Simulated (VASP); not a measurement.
SiC (Moissanite 3C): relaxation of cell and atoms with PBEsol

The system is SiC (Moissanite 3C).

```
CELL_PARAMETERS angstrom
0.00000 2.18987 2.18987
2.18987 0.00000 2.18987
2.18987 2.18987 0.00000
ATOMIC_POSITIONS crystal
Si 0.00000 0.00000 0.00000
C 0.25000 0.25000 0.25000
```

```
Program                : VASP 6.6.1
Task                   : relaxation of cell and atoms
Functional             : PBEsol
Potentials or basis    : VASP PAW PBE potentials, release 64 (Si, C)
Cutoff                 : 600 eV
k mesh                 : 10 × 10 × 10
Occupations            : fermi-dirac, width 0.02 eV
Spin                   : no spin polarisation
Dipole correction      : no
Further INCAR settings : ALGO = Normal; EDIFF = 1e-06; IBRION = 2; EDIFFG = -0.005; NSW = 80; ISIF = 3
```

| Property | Result |
| --- | --- |
| Relaxed volume | 10.35 Å³/atom |
| Relaxed cell | a = 3.082 Å, b = 3.082 Å, c = 3.082 Å, α = 60.00°, β = 60.00°, γ = 60.00° |
| Space group after relaxing (to 0.05 Å) | F-43m (No. 216) |
| Energy gained by relaxing | 1.5 meV/atom |
| Ionic steps | 3 |
| Pressure after relaxing | 0.0 GPa |
| Band gap on the k mesh | 1.23 eV, indirect (least direct gap 4.44 eV) |

The path:
```tsv
step	energy change (eV)	largest force (eV/Å)	pressure (GPa)	volume (Å³)
1	0.0000	0.0000	-3.17	21.00
2	0.0003	0.0000	3.51	20.38
3	-0.0031	0.0000	0.00	20.69
```

Final structure:
```xyz
2
Lattice="0.0000 2.1791 2.1791 2.1791 0.0000 2.1791 2.1791 2.1791 0.0000" Properties=species:S:1:pos:R:3 pbc="T T T"
Si    0.0000    0.0000    0.0000
C     1.0895    1.0895    1.0895
```

Levels at points of the mesh, in eV from the valence-band top:
| k point | band 1 | band 2 | band 3 | band 4 | band 5 | band 6 | band 7 | band 8 |
| --- | --- | --- | --- | --- | --- | --- | --- | --- |
| (0.00, 0.00, 0.00) | -15.42 | 0.00 | 0.00 | 0.00 | 6.19 | 7.24 | 7.24 | 7.24 |
| (0.50, 0.00, 0.00) | -11.82 | -8.60 | -1.06 | -1.06 | 5.37 | 7.14 | 7.14 | 9.91 |
| (0.50, 0.50, 0.00) | -10.36 | -7.83 | -3.21 | -3.21 | 1.23 | 4.20 | 13.95 | 13.95 |

It took 17 s on 1 thread of Intel Xeon 6975P-C, with other jobs on the host, peak memory 0.16 GiB.

Caveat: the PAW data sets were made with another functional, which shifts forces and pressure a little. A hybrid or GW would open this gap; PBEsol tends to underestimate it.
